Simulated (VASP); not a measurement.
# CuI (Marshite) (F-43m) in VASP: notebook, part 2 of 2

VASP 6.6.1.

## Step 3: Single point, PBE

Contents of INCAR:

```
PREC = Accurate
ENCUT = 520
EDIFF = 1E-7
ISMEAR = 0
SIGMA = 0.015
LREAL = False
LASPH = True
NELM = 60
ALGO = Normal
ISIF = 2
LWAVE = False
LCHARG = False
GGA = PE
NBANDS = 16
```

Contents of KPOINTS:

```
Automatic mesh
0
Gamma
  8 8 8
```

Contents of POSCAR:

```
CuI
1.0
    0.0000000000      3.0315000000      3.0315000000
    3.0315000000      0.0000000000      3.0315000000
    3.0315000000      3.0315000000      0.0000000000
I Cu
1 1
Direct
    0.0000000000      0.0000000000      0.0000000000
    0.7500000000      0.7500000000      0.7500000000
```

Potentials or basis: VASP PAW PBE potentials, release 64 (I, Cu).

Command:

```console
$ cat potpaw_PBE.64/I/POTCAR potpaw_PBE.64/Cu/POTCAR > POTCAR
$ mpirun -np 1 vasp_std > vasp.out
```

Run time: 12 s. Hardware: 1 thread of Intel Xeon 6975P-C (Granite Rapids), shared host; peak memory 0.18 GiB.

The run converged. Its results:

```
Free energy            : -5.5620 eV
Pressure               : 0.3 GPa
Band gap on the k mesh : 1.14 eV, direct
```

Levels at points of the mesh, in eV from the valence-band top:
| k point | band 5 | band 6 | band 7 | band 8 | band 9 | band 10 | band 11 | band 12 | band 13 | band 14 |
| --- | --- | --- | --- | --- | --- | --- | --- | --- | --- | --- |
| (0.00, 0.00, 0.00) | -1.85 | -1.85 | 0.00 | 0.00 | 0.00 | 1.14 | 4.87 | 4.87 | 4.87 | 8.18 |
| (0.50, 0.00, 0.00) | -1.82 | -1.82 | -1.78 | -0.71 | -0.71 | 2.16 | 5.41 | 5.41 | 7.40 | 9.12 |
| (0.50, 0.50, 0.00) | -1.88 | -1.79 | -1.76 | -1.50 | -1.50 | 2.72 | 2.91 | 9.19 | 9.76 | 9.76 |

Caveat: spin-orbit coupling is left out, which moves the levels of the heavy elements. Expect the measured gap to be larger: semilocal functionals such as PBE lack the derivative discontinuity.

## Step 4: Single point, PBE

Contents of INCAR:

```
SYSTEM = CuI
  PREC = Accurate
  ENCUT = 520
  EDIFF = 1E-6
  ISMEAR = 0
  SIGMA = 0.016
  LREAL = .FALSE.
  LASPH = .TRUE.
  NELM = 80
  ALGO = Normal
  ISIF = 2
  LWAVE = .FALSE.
  LCHARG = .TRUE.
  GGA = PE
  LELF = .TRUE.
  LVHAR = .TRUE.
  NBANDS = 16
```

Contents of KPOINTS:

```
regular mesh
0
G
  8 8 8
  0 0 0
```

POSCAR is that of step 3.

Command:

```console
$ cat potpaw_PBE.64/I/POTCAR potpaw_PBE.64/Cu/POTCAR > POTCAR
$ mpirun -np 1 vasp_std > vasp.out
```

Wall time 13 s (1 thread of Intel Xeon 6975P-C (Granite Rapids), shared host); peak memory 0.18 GiB.

Results (log left out):

```
Free energy            : -5.5620 eV
Pressure               : 0.7 GPa
Band gap on the k mesh : 1.14 eV, direct
```

Levels at points of the mesh, in eV from the valence-band top:
```tsv
k point	band 6	band 7	band 8	band 9	band 10	band 11	band 12	band 13
(0.00, 0.00, 0.00)	-1.85	0.00	0.00	0.00	1.14	4.87	4.87	4.87
(0.50, 0.00, 0.00)	-1.82	-1.78	-0.71	-0.71	2.16	5.41	5.41	7.41
(0.50, 0.50, 0.00)	-1.79	-1.77	-1.50	-1.50	2.72	2.91	9.19	9.76
```

Caveat: spin-orbit coupling is left out, which moves the levels of the heavy elements.

## Step 5: Single point, PBE

Contents of INCAR:

```
PREC = Accurate
ENCUT = 520
EDIFF = 1E-6
ISMEAR = 0
SIGMA = 0.017
LREAL = F
LASPH = T
NELM = 60
ALGO = Normal
ISIF = 2
LWAVE = F
LCHARG = T
GGA = PE
LELF = T
LVHAR = T
NBANDS = 16
```

Contents of KPOINTS:

```
regular mesh
0
Gamma
  8 8 8
```

POSCAR is that of step 4.

Command:

```console
$ cat potpaw_PBE.64/I/POTCAR potpaw_PBE.64/Cu/POTCAR > POTCAR
$ mpirun -np 1 vasp_std > vasp.out
```

Run time: 11 s. Hardware: 1 thread of Intel Xeon 6975P-C (Granite Rapids), shared host; peak memory 0.18 GiB.

It converged, with:

```yaml
Free_energy: -5.5620 eV
Pressure: 0.7 GPa
Band_gap_on_the_k_mesh: 1.14 eV, direct
```

Levels at points of the mesh, in eV from the valence-band top:
```
           k point  band 7  band 8  band 9  band 10  band 11  band 12
(0.00, 0.00, 0.00)    0.00    0.00    0.00     1.14     4.87     4.87
(0.50, 0.00, 0.00)   -1.78   -0.71   -0.71     2.16     5.41     5.41
(0.50, 0.50, 0.00)   -1.77   -1.50   -1.50     2.72     2.91     9.19
```

Caveat: spin-orbit coupling is left out, which moves the levels of the heavy elements. As with any semilocal functional, this PBE gap is likely too small.

## Step 6: Single point, PBE

Contents of INCAR:

```
SYSTEM = CuI
PREC = Accurate ; ENCUT = 520
EDIFF = 1E-7 ; ISMEAR = 0
SIGMA = 0.018000000000000002 ; LREAL = .False.
LASPH = .True. ; NELM = 100
ALGO = Normal ; ISIF = 2
LWAVE = .False. ; LCHARG = .False.
GGA = PE ; NBANDS = 16
```

Contents of KPOINTS:

```
regular mesh
0
Gamma
  8 8 8
  0 0 0
```

POSCAR is that of step 5.

Potentials or basis: VASP PAW PBE potentials, release 64 (I, Cu).

Command:

```console
$ cat potpaw_PBE.64/I/POTCAR potpaw_PBE.64/Cu/POTCAR > POTCAR
$ mpirun -np 1 vasp_std > vasp.out
```

Wall time 16 s (1 thread of Intel Xeon 6975P-C (Granite Rapids), shared host); peak memory 0.18 GiB.

The run converged. Its results:

```
Free energy            : -5.5620 eV
Pressure               : 0.3 GPa
Band gap on the k mesh : 1.14 eV, direct
```

Levels at points of the mesh, in eV from the valence-band top:
| k point | band 5 | band 6 | band 7 | band 8 | band 9 | band 10 | band 11 | band 12 | band 13 | band 14 |
| --- | --- | --- | --- | --- | --- | --- | --- | --- | --- | --- |
| (0.00, 0.00, 0.00) | -1.85 | -1.85 | 0.00 | 0.00 | 0.00 | 1.14 | 4.87 | 4.87 | 4.87 | 8.18 |
| (0.50, 0.00, 0.00) | -1.82 | -1.82 | -1.78 | -0.71 | -0.71 | 2.16 | 5.41 | 5.41 | 7.40 | 9.12 |
| (0.50, 0.50, 0.00) | -1.88 | -1.79 | -1.76 | -1.50 | -1.50 | 2.72 | 2.91 | 9.19 | 9.76 | 9.76 |

Caveat: spin-orbit coupling is left out, which moves the levels of the heavy elements. As with any semilocal functional, this PBE gap is likely too small.

## Step 7: Overview

| smearing | gap on the mesh (eV) | pressure (GPa) |
| --- | --- | --- |
| gaussian 0.014 eV | 1.14 | 0.7 |
| gaussian 0.015 eV | 1.14 | 0.3 |
| gaussian 0.016 eV | 1.14 | 0.7 |
| gaussian 0.017 eV | 1.14 | 0.7 |
| gaussian 0.018 eV | 1.14 | 0.3 |

Alike in all rows: task single point; level PBE; potentials or basis VASP PAW PBE potentials, release 64 (I, Cu); no spin polarisation; cell as given; k mesh 8 × 8 × 8; cutoff (eV) 520.

On the cell as given the gap runs from 1.14 eV (PBE) to 1.14 eV (PBE).

Caveats: spin-orbit coupling is left out, which moves the levels of the heavy elements.

Absolute energies hang on the potentials; compare differences alone.
